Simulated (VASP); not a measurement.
A run of VASP 6.6.1:

The input INCAR:

```
  PREC = Accurate
  ENCUT = 520
  EDIFF = 1E-6
  ISMEAR = 0
  SIGMA = 0.05
  LREAL = F
  LASPH = T
  NELM = 150
  ALGO = Normal
  ISIF = 2
  LWAVE = F
  LCHARG = F
  ISPIN = 2
  MAGMOM = 0 0.75 0 0 0
  LORBIT = 11
  NUPDOWN = 0.75
  LMAXMIX = 4
  LDAU = T
  LDAUTYPE = 2
  LDAUL = -1 2 -1
  LDAUU = 0 3 0
  LDAUJ = 0 0 0
  LDAUPRINT = 1
  NBANDS = 34
```

The input KPOINTS:

```
Automatic mesh
0
Gamma
  5 5 5
```

The input POSCAR:

```
KVF3
1.0
    4.1310003900      0.0000000000      0.0000000000
    0.0000000000      4.1310003900      0.0000000000
    0.0000000000      0.0000000000      4.1310003900
K V F
1 1 3
Direct
    0.0000000000      0.0000000000      0.0000000000
    0.5000000000      0.5000000000      0.5000000000
    0.5000000000      0.5000000000      0.0000000000
    0.0000000000      0.5000000000      0.5000000000
    0.5000000000      0.0000000000      0.5000000000
```

Potentials or basis: VASP PAW LDA potentials, release 64 (K_sv, V_sv, F).

Launch:

```sh
$ cat potpaw_LDA.64/K_sv/POTCAR potpaw_LDA.64/V_sv/POTCAR potpaw_LDA.64/F/POTCAR > POTCAR
$ mpirun -np 1 vasp_std > vasp.out
```

Hardware: 1 thread of Intel(R) Xeon(R) Platinum 8488C (Sapphire Rapids) (shared host).

Q: How long does it take, and how much memory?

A: Run time: 19 s on 1 thread of Intel(R) Xeon(R) Platinum 8488C (Sapphire Rapids), with other jobs on the host, peak memory 0.18 GiB. Counts: scf iterations 15, k points 10.
